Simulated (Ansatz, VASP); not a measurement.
**One calculation of BAs, two programs**

The input INCAR:

```
PREC = Accurate ; ENCUT = 500
EDIFF = 1E-7 ; ISMEAR = 0
SIGMA = 0.02 ; LREAL = F
LASPH = T ; NELM = 120
ALGO = Normal ; ISIF = 3
LWAVE = F ; LCHARG = F
GGA = PE ; IBRION = 2
NSW = 100 ; EDIFFG = -0.002
GGA_COMPAT = F ; NELMIN = 4
```

KPOINTS

```
Automatic mesh
0
Gamma
  8 8 8
```

File POSCAR:

```
BAs
1.0
    0.0000000000      2.3885000000      2.3885000000
    2.3885000000      0.0000000000      2.3885000000
    2.3885000000      2.3885000000      0.0000000000
B As
1 1
Direct
    0.0000000000      0.0000000000      0.0000000000
    0.2500000000      0.2500000000      0.2500000000
```

Input for Ansatz:

```yaml
crystal:
  lattice:
    - [0.0, 2.3885, 2.3885]
    - [2.3885, 0.0, 2.3885]
    - [2.3885, 2.3885, 0.0]
  atoms:
    - { symbol: B, position: [0.0, 0.0, 0.0] }
    - { symbol: As, position: [0.25, 0.25, 0.25] }
basis:
  ecutwfc: 420
kpoints:
  mp_grid: { grid: [8, 8, 8] }
hamiltonian:
  xc: pbe
  pseudopotentials: { kind: paw, azcp: { folder: soft_1 } }
scf:
  occupations: { method: gaussian, width: 0.02 }
output:
  forces: true
  stress: true
  eigenvalues: true
  write_density: true
  write_potential: true
  elf: true
  volumetric_format: npy
relax:
  adjacent_minimum: "off"
  f_tol: 0.002
  max_steps: 80
  cell: { stress_tol: 0.02 }
```

Alike in both runs: task relaxation of cell and atoms; functional PBE; k mesh 8 × 8 × 8; occupations gaussian, width 0.02 eV; no spin polarisation.

|  | VASP | Ansatz |
| --- | --- | --- |
| version | VASP 6.6.1 | Ansatz 0.2.0 |
| potentials or method | VASP PAW PBE potentials, release 64 (B, As), cutoff 500 eV | scalar-relativistic, plane waves, PAW |
| valence electrons in the cell | 8 | 18 |

|  | VASP | Ansatz | Ansatz less VASP |
| --- | --- | --- | --- |
| gap on the k mesh at the Fermi level, each at its own relaxed structure (eV) | 1.21 | 1.22 | +0.004 |
| relaxed volume (Å³/atom) | 13.97 | 13.90 | -0.064 |
| relaxed cell length with the largest relative difference (Å) | 3.406 | 3.401 | -0.0052 |

VASP's potentials hold 8 valence electrons a cell and Ansatz's 18, so a difference there can come from the potentials and not from the codes.
